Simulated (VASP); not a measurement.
# Al7Cu (Fm-3m) in VASP: further runs, part 2 of 2

VASP 6.6.1. The steps go on from the part before.

### Step 3. Single point, PBE

This run uses another cell than the first one, of 15.76 Å³/atom, 1.031 times its volume.

INCAR

```
SYSTEM = Al7Cu
PREC     = Accurate       ! precision mode
ENCUT    = 520            ! plane-wave cutoff, eV
EDIFF    = 1E-7           ! SCF threshold, eV
ISMEAR   = 0              ! smearing method
SIGMA    = 0.1            ! smearing width, eV
LREAL    = .False.        ! projectors in reciprocal space
LASPH    = .True.         ! aspherical terms in the spheres
NELM     = 80             ! most SCF steps
ALGO     = Normal         ! electronic algorithm
ISIF     = 2              ! what is computed and relaxed
LWAVE    = .False.        ! write WAVECAR
LCHARG   = .True.         ! write CHGCAR
GGA      = PE             ! functional
LELF     = .True.         ! ELF
LVHAR    = .True.       
NBANDS   = 26             ! bands
```

KPOINTS

```
regular mesh
0
Gamma
  8 8 8
  0 0 0
```

POSCAR

```
Al7Cu
1.0
    0.0000000000      3.9797635600      3.9797635600
    3.9797635600      0.0000000000      3.9797635600
    3.9797635600      3.9797635600      0.0000000000
Al Cu
7 1
Direct
    0.5000000000      0.0000000000      0.0000000000
    0.0000000000      0.5000000000      0.5000000000
    0.0000000000      0.5000000000      0.0000000000
    0.5000000000      0.0000000000      0.5000000000
    0.0000000000      0.0000000000      0.5000000000
    0.5000000000      0.5000000000      0.0000000000
    0.0000000000      0.0000000000      0.0000000000
    0.5000000000      0.5000000000      0.5000000000
```

Potentials or basis: VASP PAW PBE potentials, release 64 (Al, Cu).

Started as:

```sh
$ cat potpaw_PBE.64/Al/POTCAR potpaw_PBE.64/Cu/POTCAR > POTCAR
$ mpirun -np 1 vasp_std > vasp.out
```

OUTCAR:

```text
SYSTEM = Al7Cu
   PREC = Accurate
   ENCUT = 520
   EDIFF = 1E-7
   ISMEAR = 0
   LREAL = .False.
   LASPH = .True.
   NELM = 80
   ISIF = 2
   GGA = PE

 ion  position               nearest neighbor table
   1  0.500  0.000  0.000-   4 2.81   6 2.81   7 2.81   4 2.81   5 2.81   8 2.81   3 2.81   6 2.81
                             8 2.81   3 2.81   5 2.81   7 2.81
   2  0.000  0.500  0.500-   3 2.81   5 2.81   8 2.81   3 2.81   6 2.81   7 2.81   4 2.81   5 2.81
                             7 2.81   4 2.81   6 2.81   8 2.81
   3  0.000  0.500  0.000-   2 2.81   6 2.81   7 2.81   2 2.81   5 2.81   8 2.81   1 2.81   5 2.81
                             7 2.81   1 2.81   6 2.81   8 2.81
   4  0.500  0.000  0.500-   1 2.81   5 2.81   8 2.81   1 2.81   6 2.81   7 2.81   2 2.81   6 2.81
                             8 2.81   2 2.81   5 2.81   7 2.81
   5  0.000  0.000  0.500-   2 2.81   4 2.81   7 2.81   1 2.81   3 2.81   7 2.81   2 2.81   3 2.81
                             8 2.81   1 2.81   4 2.81   8 2.81
   6  0.500  0.500  0.000-   1 2.81   3 2.81   8 2.81   2 2.81   4 2.81   8 2.81   1 2.81   4 2.81
                             7 2.81   2 2.81   3 2.81   7 2.81
   7  0.000  0.000  0.000-   1 2.81   3 2.81   5 2.81   2 2.81   4 2.81   5 2.81   2 2.81   3 2.81
                             6 2.81   1 2.81   4 2.81   6 2.81
   8  0.500  0.500  0.500-   2 2.81   4 2.81   6 2.81   1 2.81   3 2.81   6 2.81   1 2.81   4 2.81
                             5 2.81   2 2.81   3 2.81   5 2.81

  LATTYP: Found a face centered cubic cell.
 ALAT       =     7.9595271200

  Lattice vectors:

 A1 = (   0.0000000000,   3.9797635600,   3.9797635600)
 A2 = (   3.9797635600,   0.0000000000,   3.9797635600)
 A3 = (   3.9797635600,   3.9797635600,   0.0000000000)

Analysis of symmetry for initial positions (statically):
=====================================================================
 Subroutine PRICEL returns:
 Original cell was already a primitive cell.

 Routine SETGRP: Setting up the symmetry group for a
 face centered cubic supercell.

 Subroutine GETGRP returns: Found 48 space group operations
 (whereof 48 operations were pure point group operations)
 out of a pool of 48 trial point group operations.

The static configuration has the point symmetry O_h .

Analysis of symmetry for dynamics (positions and initial velocities):
=====================================================================
 Subroutine PRICEL returns:
 Original cell was already a primitive cell.

 Routine SETGRP: Setting up the symmetry group for a
 face centered cubic supercell.

 Subroutine GETGRP returns: Found 48 space group operations
 (whereof 48 operations were pure point group operations)
 out of a pool of 48 trial point group operations.

The dynamic configuration has the point symmetry O_h .

 Subroutine INISYM returns: Found 48 space group operations
 (whereof 48 operations are pure point group operations),
 and found     1 'primitive' translations

----------------------------------------------------------------------------------------

                                     Primitive cell

  volume of cell :     126.0671
[... 53 lines left out ...]

 Found     29 irreducible k-points:

 Following reciprocal coordinates:
            Coordinates               Weight
  0.000000  0.000000  0.000000      1.000000
  0.125000  0.000000  0.000000      8.000000
  0.250000  0.000000  0.000000      8.000000
  0.375000  0.000000  0.000000      8.000000
  0.500000  0.000000  0.000000      4.000000
  0.125000  0.125000  0.000000      6.000000
[... 16 lines left out ...]
  0.500000  0.250000  0.125000     48.000000
 -0.375000  0.250000  0.125000     24.000000
 [... further k-points ...]
   k-points           NKPTS =     29   k-points in BZ     NKDIM =     29   number of bands    NBANDS=     26
   number of dos      NEDOS =    301   number of ions     NIONS =      8
   total plane-waves  NPLWV =  74088
   dimension x,y,z NGX =    42 NGY =   42 NGZ =   42
   dimension x,y,z NGXF=    84 NGYF=   84 NGZF=   84
   ions per type =               7   1
   NGX,Y,Z   is equivalent  to a cutoff of  12.41, 12.41, 12.41 a.u.
   NGXF,Y,Z  is equivalent  to a cutoff of  24.81, 24.81, 24.81 a.u.
 SYSTEM =  Al7Cu
   PREC   = accura    normal or accurate (medium, high low for compatibility)
   ISTART =      0    job   : 0-new  1-cont  2-samecut
   ICHARG =      2    charge: 1-file 2-atom 10-const
   ISPIN  =      1    spin polarized calculation?
   LNONCOLLINEAR =      F non collinear calculations
   LSORBIT =      F    spin-orbit coupling
   LASPH  =      T    aspherical Exc in radial PAW
   ENCUT  =  520.0 eV  38.22 Ry    6.18 a.u.  10.46 10.46 10.46*2*pi/ulx,y,z
   NELM   =     80;   NELMIN=  2; NELMDL= -5     # of ELM steps
   EDIFF  = 0.1E-06   stopping-criterion for ELM
   LREAL  =      F    real-space projection
   EDIFFG = 0.1E-05   stopping-criterion for IOM
   NSW    =      0    number of steps for IOM
   IBRION =     -1    ionic relax: 0-MD 1-quasi-New 2-CG
   NFREE  =      0    steps in history (QN), initial steepest desc. (CG)
   ISIF   =      2    stress and relaxation
   ISYM   =      2    0-nonsym 1-usesym 2-fastsym
   POTIM  = 0.5000    time-step for ionic-motion
   TEBEG  =    0.0;   TEEND  =   0.0 temperature during run
   PSTRESS=    0.0 pullay stress
   NELECT =      32.0000    total number of electrons
   NUPDOWN=      -1.0000    fix difference up-down
   EMIN   =  10.00;   EMAX   =-10.00  energy-range for DOS
   EFERMI =   0.00;   METHOD = LEGACY
   ISMEAR =     0;   SIGMA  =   0.10  broadening in eV -4-tet -1-fermi 0-gaus
   EFERMI_NEDOS =   21; number of points for ismear=-14 and -15
   IALGO  =     38    algorithm
   IMIX   =      4    mixing-type and parameters
     AMIX     =   0.40;   BMIX     =  1.00
     AMIX_MAG =   1.60;   BMIX_MAG =  1.00
  volume/ion in A,a.u.               =      15.76       106.34
  Fermi-wavevector in a.u.,A,eV,Ry     =   1.036552  1.958798 14.618630  1.074439
  Thomas-Fermi vector in A             =   2.170948
   LORBIT       =      0    0 simple, 1 ext, 2 COOP (PROOUT), +10 PAW based schemes
   GGA     = PE    functional components
   LHFCALC =     F    Hartree Fock is set to
   AEXX    =    0.0000 exact exchange contribution
   IVDW    =     0    specifies the selected vdW correction
   LEPSILON=     F    determine dielectric tensor
   LRPA    =     F    only Hartree local field effects (RPA)
 non-spin polarized calculation
 Gauss-broadening in eV      SIGMA  =   0.10
  energy-cutoff  :      520.00
  volume of cell :      126.07
 maximum number of plane-waves:      3479
 NGX is ok and might be reduce to    42
   NGX = 21   NGY = 21   NGZ = 21

 number of electron      32.0000013 magnetization

 Free energy of the ion-electron system (eV)
  ---------------------------------------------------
  ext. energy  EPLUGINS =         0.00000000
  ---------------------------------------------------
  free energy    TOTEN  =       -30.08836326 eV

  energy without entropy =      -30.07558002  energy(sigma->0) =      -30.08197164

 E-fermi :   8.0770     XC(G=0): -10.4695

 val. band max:        8.0688209524   @ k =   0.3750   0.2500   0.1250
 cond. band min:       8.0818123061   @ k =   0.1250   0.0000   0.0000
 fundamental gap:      0.0129913537
 Fermi energy:         8.0770249925

 k-point     1 :       0.0000    0.0000    0.0000
  band No.  band energies     occupation
      1      -3.0286      2.00000
      2       3.2443      2.00000
      3       3.2443      2.00000
      4       3.2443      2.00000
      5       3.3554      2.00000
      6       3.7454      2.00000
[... 685 lines left out ...]
     25      13.0609      0.00000
     26      13.0985      0.00000

 [... further k-points ...]
[... 5 lines left out ...]
  --------------------------------------------------------------------------------------
  -------------------------------------------------------------------------------------
  Total        0.0851049      0.0851049      0.0851049      0.0000000      0.0000000     -0.0000000
  in kB        1.0815914      1.0815914      1.0815914      0.0000000      0.0000000     -0.0000000
  external PRESSURE =       1.0815914 kB  Pullay stress =       0.0000000 kB

 VOLUME and BASIS-vectors are now :
 -----------------------------------------------------------------------------
  energy-cutoff  :      520.00
  volume of cell :      126.07
      direct lattice vectors                 reciprocal lattice vectors
     0.000000000  3.979763560  3.979763560    -0.125635604  0.125635604  0.125635604
     3.979763560  0.000000000  3.979763560     0.125635604 -0.125635604  0.125635604
     3.979763560  3.979763560  0.000000000     0.125635604  0.125635604 -0.125635604

 POSITION                                       TOTAL-FORCE (eV/Angst)
 -----------------------------------------------------------------------------------
      0.00000      1.98988      1.98988         0.000000      0.000000      0.000000
      3.97976      1.98988      1.98988        -0.000000      0.000000     -0.000000
      1.98988      0.00000      1.98988         0.000000      0.000000      0.000000
      1.98988      3.97976      1.98988        -0.000000     -0.000000      0.000000
      1.98988      1.98988      0.00000         0.000000     -0.000000      0.000000
      1.98988      1.98988      3.97976         0.000000      0.000000      0.000000
      0.00000      0.00000      0.00000         0.000000      0.000000      0.000000
      3.97976      3.97976      3.97976         0.000000      0.000000      0.000000
 -----------------------------------------------------------------------------------
    total drift:                               -0.000000     -0.000000      0.000000

  FREE ENERGIE OF THE ION-ELECTRON SYSTEM (eV)
  ---------------------------------------------------
  free  energy   TOTEN  =       -30.0883632624 eV

  energy  without entropy=      -30.0755800167  energy(sigma->0) =      -30.08197164
```

Wall time 2.5 min (1 thread of AMD EPYC 7R13 (Zen 3), shared host); peak memory 0.26 GiB.

What came out:

| Item | Value |
| --- | --- |
| Free energy | -30.0884 eV |
| Pressure | 0.1 GPa |
| Band gap on the k mesh | zero (band 16 reaches 8.99 eV, above the bottom of band 17 at 5.57 eV) |

### Step 4. Single point, PBE

This run uses another cell than the first one, of 15.76 Å³/atom, 1.031 times its volume.

INCAR

```
ALGO = Normal ; EDIFF = 1E-6
ENCUT = 520 ; GGA = PE
ISIF = 2 ; ISMEAR = 0
LASPH = T ; LCHARG = F
LREAL = F ; LWAVE = F
NBANDS = 26 ; NELM = 100
PREC = Accurate ; SIGMA = 0.1
```

KPOINTS

```
k-points
0
Gamma
  8 8 8
```

POSCAR is that of step 3.

Started as:

```sh
$ cat potpaw_PBE.64/Al/POTCAR potpaw_PBE.64/Cu/POTCAR > POTCAR
$ mpirun -np 1 vasp_std > vasp.out
```

Wall time 2.5 min (1 thread of AMD EPYC 7R13 (Zen 3), shared host); peak memory 0.26 GiB.

Results (log left out):

| Quantity | Value |
| --- | --- |
| Free energy | -30.0884 eV |
| Pressure | 0.1 GPa |
| Band gap on the k mesh | zero (band 16 reaches 8.99 eV, above the bottom of band 17 at 5.57 eV) |

Levels at points of the mesh, in eV from the Fermi level:
| k point | band 13 | band 14 | band 15 | band 16 | band 17 | band 18 | band 19 | band 20 |
| --- | --- | --- | --- | --- | --- | --- | --- | --- |
| (0.00, 0.00, 0.00) | -2.57 | -2.57 | -2.50 | -2.50 | -2.50 | -0.74 | -0.52 | -0.52 |
| (0.50, 0.00, 0.00) | -2.97 | -0.42 | -0.42 | -0.25 | -0.13 | 0.32 | 0.32 | 3.70 |
| (0.50, 0.50, 0.00) | -0.42 | -0.25 | -0.25 | 0.34 | 1.19 | 1.33 | 1.52 | 2.21 |
